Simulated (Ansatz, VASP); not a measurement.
NaTlS2: VASP beside Ansatz

Contents of INCAR:

```
PREC     = Accurate       # precision mode
ENCUT    = 520            # plane-wave cutoff, eV
EDIFF    = 1E-6           # SCF threshold, eV
ISMEAR   = 0              # smearing method
SIGMA    = 0.01           # smearing width, eV
LREAL    = F              # projectors in reciprocal space
LASPH    = T              # aspherical terms in the spheres
NELM     = 100            # most SCF steps
ALGO     = Normal         # electronic algorithm
ISIF     = 2              # what is computed and relaxed
LWAVE    = F              # write WAVECAR
LCHARG   = F              # write CHGCAR
GGA      = PE             # functional
NBANDS   = 24             # bands
```

Contents of KPOINTS:

```
regular mesh
0
Gamma
  4 4 4
```

POSCAR

```
NaTlS2
1.0
    4.1044901738      0.0000000000      0.0000000000
    0.0000000000      4.1044901738      0.0000000000
    0.0000000000      0.0000000000      6.6389352781
Na S Tl
1 2 1
Direct
    0.0000000000      0.0000000000      0.0000000000
    0.0000000000      0.5000000000      0.2708669250
    0.5000000000      0.0000000000      0.7291330750
    0.5000000000      0.5000000000      0.5000000000
```

Input for Ansatz:

```yaml
crystal:
  lattice:
    - [4.1044901738, 0.0, 0.0]
    - [0.0, 4.1044901738, 0.0]
    - [0.0, 0.0, 6.6389352781]
  atoms:
    - { symbol: Na, position: [0.0, 0.0, 0.0] }
    - { symbol: S, position: [0.0, 0.5, 0.270866925] }
    - { symbol: Tl, position: [0.5, 0.5, 0.5] }
    - { symbol: S, position: [0.5, 0.0, 0.729133075] }
kpoints:
  mp_grid: { grid: [4, 4, 4] }
hamiltonian:
  xc: pbe
scf:
  occupations: { method: fixed }
  n_extra_bands: 5
output:
  forces: true
  stress: true
  eigenvalues: true
```

Alike in both runs: task single point; functional PBE; k mesh 4 × 4 × 4; no spin polarisation.

|  | VASP | Ansatz |
| --- | --- | --- |
| version | VASP 6.6.1 | Ansatz 0.2.0 |
| potentials or method | VASP PAW PBE potentials, release 64 (Na_pv, S, Tl_d) | plane waves, PAW |
| plane-wave cutoff (eV) | 520 | 420 |
| occupations | gaussian, width 0.01 eV | fixed |
| valence electrons in the cell | 32 | 34 |

```csv
,VASP,Ansatz,Ansatz less VASP
gap on the k mesh at the Fermi level (eV),0.80,0.80,-0.004
pressure (GPa),1.3,1.4,+0.05
rms of the force components (eV/Å),0.055,0.060,+0.0048
```

VASP's potentials hold 32 valence electrons a cell and Ansatz's 34, so a difference there can come from the potentials and not from the codes.

Spin-orbit coupling is off throughout.
